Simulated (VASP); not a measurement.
**Sc2AlN3: single point with PBE**

Crystal: Sc2AlN3.

```
Sc Al N
1.0
     5.41743    0.00000    0.00000
    -2.70871    4.69163    0.00000
     0.00000    0.00000    3.10335
Sc Al N
2 1 3
Direct
  0.33333 0.66667 0.00000
  0.66667 0.33333 0.00000
  0.00000 0.00000 0.00000
  0.50000 0.00000 0.50000
  0.50000 0.50000 0.50000
  0.00000 0.50000 0.50000
```

The cell was built from a structure type or drawn by symmetry, and may not be a known phase.

```json
{
 "Program": "VASP 6.6.1",
 "Task": "single point",
 "Functional": "PBE",
 "Potentials or basis": "VASP PAW PBE potentials, release 64 (Sc_sv, Al, N)",
 "Cutoff": "520 eV",
 "k mesh": "6 × 6 × 6",
 "Occupations": "gaussian, width 0.1 eV",
 "Spin": "collinear spin, ferromagnetic start",
 "Starting moments": "[0.0, 0.0, 0.0, 1.0, 1.0, 1.0] μB",
 "Dipole correction": "no",
 "Further INCAR settings": "ALGO = Normal; EDIFF = 1e-07; NBANDS = 33"
}
```

- Pressure: 0.3 GPa
- Band gap on the k mesh: zero (filled and empty bands overlap)
- Net moment: 0.00 μB per cell
- Valence electrons inside the program's atomic spheres: Sc 9.69; Al 0.72; N 3.59

Stress tensor (GPa, compression positive):
```
  5.66   0.00   0.00
  0.00   5.66   0.00
  0.00   0.00 -10.57
```

Levels at points of the mesh, in eV from the Fermi level:
Spin up:
```tsv
k point	band 17	band 18	band 19	band 20	band 21	band 22	band 23	band 24
(0.00, 0.00, 0.00)	-1.77	-0.48	0.43	0.43	0.59	2.14	3.92	3.92
(0.50, 0.00, 0.00)	-1.45	-1.24	-0.97	-0.34	0.52	0.59	3.88	4.04
(0.00, 0.00, 0.50)	-2.51	0.05	0.18	0.18	0.18	0.82	0.82	0.98
(0.50, 0.00, 0.50)	-1.99	-1.94	-1.71	-1.29	0.63	1.41	2.05	3.58
```
Spin down:
```
           k point  band 18  band 19  band 20  band 21  band 22  band 23
(0.00, 0.00, 0.00)    -0.48     0.43     0.43     0.59     2.14     3.92
(0.50, 0.00, 0.00)    -1.23    -0.97    -0.34     0.52     0.59     3.88
(0.00, 0.00, 0.50)     0.05     0.18     0.18     0.18     0.82     0.82
(0.50, 0.00, 0.50)    -1.94    -1.71    -1.29     0.63     1.41     2.06
```

Run time: 84 s on 1 thread of Intel(R) Xeon(R) 6975P-C (Granite Rapids) (shared host), peak memory 0.28 GiB.
